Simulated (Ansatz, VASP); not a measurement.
K: VASP beside Ansatz

The input POSCAR:

```
K
1.0
    4.4628602667      0.0000000000      0.0000000000
    0.0000000000      4.4628602667      0.0000000000
    0.0000000000      0.0000000000      4.0210371003
K
1
Direct
    0.0000000000      0.0000000000      0.0000000000
```

INCAR.step1

```
PREC = Accurate
ENCUT = 520
ISMEAR = 0
SIGMA = 0.15
LREAL = False
LASPH = True
NELM = 60
NBANDS = 10
GGA = PE
ALGO = Normal
EDIFF = 1E-4
LWAVE = True
LCHARG = False
```

File INCAR.step2:

```
PREC = Accurate
ENCUT = 520
EDIFF = 1E-6
ISMEAR = 0
SIGMA = 0.15
LREAL = False
LASPH = True
NELM = 60
ALGO = Normal
ISIF = 2
LWAVE = False
LCHARG = False
METAGGA = R2SCAN
LMIXTAU = True
NBANDS = 10
ISTART = 1
```

File KPOINTS:

```
regular mesh
0
Gamma
  12 12 12
```

Input for Ansatz:

```yaml
crystal:
  lattice:
    - [4.4628602667, 0.0, 0.0]
    - [0.0, 4.4628602667, 0.0]
    - [0.0, 0.0, 4.0210371003]
  atoms:
    - { symbol: K, position: [0.0, 0.0, 0.0] }
basis:
  ecutwfc: 500
kpoints:
  mp_grid: { grid: [12, 12, 12] }
hamiltonian:
  xc: r2scan
scf:
  occupations: { method: gaussian, width: 0.15 }
output:
  forces: true
  stress: true
  eigenvalues: true
```

Alike in both runs: task single point; functional r2SCAN; k mesh 12 × 12 × 12; occupations gaussian, width 0.15 eV; no spin polarisation.

```csv
,VASP,Ansatz
version,VASP 6.6.1,Ansatz 0.2.0
potentials or method,"VASP PAW PBE potentials, release 64 (K_sv), cutoff 520 eV","scalar-relativistic, plane waves, PAW"
valence electrons in the cell,9,9
```

|  | VASP | Ansatz | Ansatz less VASP |
| --- | --- | --- | --- |
| gap on the k mesh at the Fermi level (eV) | none | none | - |
| pressure (GPa) | 0.0 | 0.0 | +0.02 |
| traceless stress, the component that is largest in VASP (GPa) | 0.74 | 0.74 | -0.003 |

VASP's potentials were made for PBE, not for r2SCAN. A gap of «none» marks a metal or a gap that the smearing closes.
